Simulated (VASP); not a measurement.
The system is Sn.

```xyz
8
Lattice="6.0757 0.0000 0.0000 0.0000 6.0757 0.0000 0.0000 0.0000 6.0757" Properties=species:S:1:pos:R:3 pbc="T T T"
Sn    0.0000    0.0000    0.0000
Sn    3.0378    3.0378    3.0378
Sn    1.5189    0.0000    3.0378
Sn    4.5568    0.0000    3.0378
Sn    3.0378    1.5189    0.0000
Sn    3.0378    4.5568    0.0000
Sn    0.0000    3.0378    1.5189
Sn    0.0000    3.0378    4.5568
```

```yaml
Program: VASP 6.6.1
Task: relaxation of cell and atoms
Functional: BLYP
Potentials_or_basis: VASP PAW PBE potentials, release 64 (Sn_d)
Cutoff: 600 eV
k_mesh: 4 × 4 × 4
Occupations: fermi-dirac, width 0.1 eV
Spin: no spin polarisation
```

At the start: pressure 5.7 GPa; volume 28.03 Å³/atom.

Question: How do energy, volume and symmetry change on relaxing?

Answer: Over 3 steps the energy falls by 61.1 meV/atom and the volume is 31.89 Å³/atom (+13.7 %); space group Pm-3n (No. 223, to 0.1 Å) before and after.

Step by step:
```tsv
step	energy change (eV)	largest force (eV/Å)	pressure (GPa)	volume (Å³)
1	0.0000	0.0000	5.67	224.28
2	-0.4861	0.0000	-0.36	258.04
3	-0.4891	0.0000	0.01	255.11
```

Final structure:
```cif
data_structure
_symmetry_space_group_name_H-M 'P 1'
_symmetry_Int_Tables_number 1
_cell_length_a 6.3422
_cell_length_b 6.3422
_cell_length_c 6.3422
_cell_angle_alpha 90.000
_cell_angle_beta 90.000
_cell_angle_gamma 90.000
_cell_volume 255.11
loop_
_atom_site_label
_atom_site_type_symbol
_atom_site_fract_x
_atom_site_fract_y
_atom_site_fract_z
_atom_site_occupancy
Sn1 Sn 0.00000 0.00000 0.00000 1
Sn2 Sn 0.50000 0.50000 0.50000 1
Sn3 Sn 0.25000 0.00000 0.50000 1
Sn4 Sn 0.75000 0.00000 0.50000 1
Sn5 Sn 0.50000 0.25000 0.00000 1
Sn6 Sn 0.50000 0.75000 0.00000 1
Sn7 Sn 0.00000 0.50000 0.25000 1
Sn8 Sn 0.00000 0.50000 0.75000 1
```

Caveat: the PAW data sets were made with another functional, which shifts forces and pressure a little.
